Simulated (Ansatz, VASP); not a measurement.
## One calculation of I, two programs

```
I
1.0
     3.62750   -2.39750    0.00000
     3.62750    2.39750    0.00000
     0.00000    0.00000    9.78000
I
4
Direct
  0.85000 0.15000 0.11700
  0.65000 0.35000 0.61700
  0.15000 0.85000 0.88300
  0.35000 0.65000 0.38300
```

Alike in both runs: task electric field gradients; functional PBE; k mesh 6 × 6 × 3; occupations fermi-dirac, width 0.02 eV; no spin polarisation.

```csv
,VASP,Ansatz
version,VASP 6.6.1,Ansatz 0.2.0
potentials or method,"VASP PAW PBE potentials, release 64 (I), cutoff 520 eV","all-electron PAW with datasets made for the crystal, scalar-relativistic"
```

VASP gave:

| Property | Result |
| --- | --- |
| gap on the k mesh at the Fermi level (eV) | 1.27 |
| pressure (GPa) | 1.4 |
| traceless stress, the component that is largest in VASP (GPa) | 0.54 |
| rms of the force components (eV/Å) | 0.358 |
| size of Vzz on the site where it differs most (V/Å²) | 1176.0 |

Question: Which values does Ansatz return?

Answer: gap on the k mesh at the Fermi level (eV): 1.28; pressure (GPa): 1.4; traceless stress, the component that is largest in VASP (GPa): 0.57; rms of the force components (eV/Å): 0.365; size of Vzz on the site where it differs most (V/Å²): 1213.5.

Atom by atom the forces differ by 0.007 eV/Å (rms over components). Ansatz ran all-electron here, and VASP with PAW potentials.

Spin-orbit coupling is off throughout.
